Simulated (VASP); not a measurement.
GaN, 2 atoms in the cell. It takes space group F-43m (No. 216, cubic). The conventional cell has a = 4.507 Å, b = 4.507 Å, c = 4.507 Å, α = 90.00°, β = 90.00°, γ = 90.00°. Ga (site symmetry -43m) has 4 N at 1.95 Å within 2.6 Å. Within 2.6 Å of N (site symmetry -43m) lie 4 Ga at 1.95 Å. 

| Property | Result |
| --- | --- |
| Program | VASP 6.6.1 |
| Task | single point |
| Functional | HSE06 |
| Potentials or basis | VASP PAW PBE potentials, release 64 (Ga_d, N) |
| Cutoff | 520 eV |
| k mesh | 6 × 6 × 6 |
| Occupations | fermi-dirac, width 0.05 eV |
| Spin | no spin polarisation |
| Dipole correction | no |
| Grid for exact exchange (PRECFOCK) | Normal |
| Further INCAR settings | ALGO = Normal; EDIFF = 1e-06; NBANDS = 16 |
| Screening parameter | 0.2079 1/Å |

Potentials or basis: VASP PAW PBE potentials, release 64 (Ga_d, N).

The run is started by

```sh
$ cat potpaw_PBE.64/Ga_d/POTCAR potpaw_PBE.64/N/POTCAR > POTCAR
$ cp INCAR.step1 INCAR
$ mpirun -np 1 vasp_std > vasp.out
$ cp INCAR.step2 INCAR
$ mpirun -np 1 vasp_std > vasp.out
```

Hardware: 1 thread of AMD EPYC 7R43 64-Core Processor (Zen 3), on a shared host.

Task: Estimate the wall time of this run.

Result: Wall time 34 min on 1 thread of AMD EPYC 7R43 64-Core Processor (Zen 3), on a shared host, peak memory 0.21 GiB. Counts: k points 16.
